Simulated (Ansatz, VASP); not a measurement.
**Mo: VASP beside Ansatz**

```
Mo
1.0
     3.11155    0.00000    0.00000
     0.00000    3.11155    0.00000
     0.00000    0.00000   28.44620
Mo
9
Direct
  0.00000 0.00000 0.28702
  0.50000 0.50000 0.33479
  0.00000 0.00000 0.39094
  0.50000 0.50000 0.44550
  0.00000 0.00000 0.50000
  0.50000 0.50000 0.55450
  0.00000 0.00000 0.60906
  0.50000 0.50000 0.66521
  0.00000 0.00000 0.71298
```

Alike in both runs: functional LDA; k mesh 11 × 11 × 1; no spin polarisation.

Ansatz relaxed the structure, and its values are those at the end. VASP's run is a single point on that final structure, the one shown.

|  | VASP | Ansatz |
| --- | --- | --- |
| version | VASP 6.6.1 | Ansatz 0.2.0 |
| potentials or method | VASP PAW LDA potentials, release 64 (Mo_sv) | plane-wave PAW, scalar-relativistic |
| plane-wave cutoff (eV) | 520 | 420 |
| occupations | methfessel-paxton of order 1, width 0.1 eV | cold, width 0.1 eV |
| valence electrons in the cell | 126 | 126 |

|  | VASP | Ansatz | Ansatz less VASP |
| --- | --- | --- | --- |
| rms of the force components (eV/Å) | 0.026 | 0.000 | -0.0253 |
| work function, face that differs most (eV) | 4.23 | 4.24 | +0.003 |

Ansatz warns that its potentials were made for another functional, while VASP's fit it. LDA's correlation is that of Perdew and Zunger in VASP and of Perdew and Wang (1992) in Ansatz.
